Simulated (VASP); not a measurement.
Here is a VASP 6.6.1 calculation.

File INCAR:

```
SYSTEM = Si2W
PREC = Accurate
ENCUT = 520
EDIFF = 1E-6
ISMEAR = -1
SIGMA = 0.05
LREAL = .FALSE.
LASPH = .TRUE.
NELM = 60
ALGO = Normal
ISIF = 2
LWAVE = .FALSE.
LCHARG = .FALSE.
GGA = CA
NBANDS = 18
```

File KPOINTS:

```
Automatic mesh
0
G
  12 12 12
  0 0 0
```

File POSCAR:

```
Si2W
1.0
   -1.5961151113      1.5961151113      3.8886743761
    1.5961151113     -1.5961151113      3.8886743761
    1.5961151113      1.5961151113     -3.8886743761
W Si
1 2
Direct
    0.0000000000      0.0000000000      0.0000000000
    0.6653000000      0.6653000000      0.0000000000
    0.3347000000      0.3347000000      0.0000000000
```

Potentials or basis: VASP PAW LDA potentials, release 64 (W_sv, Si).

Launch:

```bash
$ cat potpaw_LDA.64/W_sv/POTCAR potpaw_LDA.64/Si/POTCAR > POTCAR
$ mpirun -np 1 vasp_std > vasp.out
```

**Question.** What does it give for the largest force?

**Answer.** 0.015 eV/Å.

**Question.** Estimate the band gap on the k mesh.

**Answer.** Zero (bands 11 and 12 overlap by 1.33 eV).

**Question.** Predict the pressure.

**Answer.** -0.4 GPa.

Forces in eV/Å, atoms in the order of the input:
```
W    0.000  0.000  0.000
Si   0.000  0.000  0.015
Si   0.000  0.000 -0.015
```

Caveat: spin-orbit coupling is left out, which moves the levels of the heavy elements.
